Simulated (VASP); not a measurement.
Runs of VASP 6.6.1 on MgF2. The structure is that of space group P4_2/mnm (No. 136), or close to it. The cells are those of the table. 

```tsv
task	cell	gap on the mesh (eV)	pressure (GPa)	largest force (eV/Å)
relaxation of cell and atoms	relaxed from a = 4.625, b = 4.625, c = 3.052 Å, 6 atoms	6.86	0.0	-
relaxation of cell and atoms	relaxed to 10 GPa from a = 4.625, b = 4.625, c = 3.052 Å, 6 atoms	7.47	10.0	-
single point	a = 4.698, b = 4.698, c = 3.093 Å, 6 atoms	6.79	-1.0	-
single point	a = 4.363, b = 4.363, c = 2.914 Å, 6 atoms	8.29	28.8	-
single point	a = 4.444, b = 4.444, c = 2.960 Å, 6 atoms	(c)	18.8	-
relaxation of cell and atoms	relaxed to 40 GPa from a = 4.625, b = 4.625, c = 3.052 Å, 6 atoms	(b)	40.0	0.01
relaxation of cell and atoms	relaxed to 20 GPa from a = 4.625, b = 4.625, c = 3.052 Å, 6 atoms	7.94	20.0	-
relaxation of cell and atoms	relaxed to 30 GPa from a = 4.625, b = 4.625, c = 3.052 Å, 6 atoms	(a)	29.9	0.01
```

Alike in all rows: level PBE; potentials or basis VASP PAW PBE potentials, release 64 (Mg, F); no spin polarisation; k mesh 4 × 4 × 6; cutoff (eV) 600; smearing gaussian 0.01 eV.

Problem. Fill in the values left out.

Solution. (a) 8.34; (b) 8.68; (c) 7.89.

Caveats: the cell is relaxed towards a set pressure, so the run minimises the enthalpy, not the energy (at least some runs); the cell stands under pressure (at least some runs).

